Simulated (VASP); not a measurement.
A run of VASP 6.6.1 is set up as follows.

File INCAR:

```
  ALGO = Normal
  EDIFF = 1E-6
  ENCUT = 520
  GGA = PS
  ISIF = 2
  ISMEAR = 0
  LASPH = True
  LCHARG = True
  LELF = True
  LREAL = False
  LVHAR = True
  LWAVE = False
  NBANDS = 10
  NELM = 60
  PREC = Accurate
  SIGMA = 0.15
```

File KPOINTS:

```
k-points
0
Gamma
  16 16 16
```

POSCAR

```
Na
1.0
   -2.0539750000      2.0539750000      2.1492625000
    2.0539750000     -2.0539750000      2.1492625000
    2.0539750000      2.0539750000     -2.1492625000
Na
1
Direct
    0.0000000000      0.0000000000      0.0000000000
```

Potentials or basis: VASP PAW PBE potentials, release 64 (Na_pv).

Command:

```sh
$ cat potpaw_PBE.64/Na_pv/POTCAR > POTCAR
$ mpirun -np 1 vasp_std > vasp.out
```

Q: What does it give for the pressure?

A: 0.0 GPa.

Caveat: the cell differs from its parent crystal (strain -0.030 along x and y, +0.015 along z); the PAW data sets were made with another functional, which shifts forces and pressure a little.
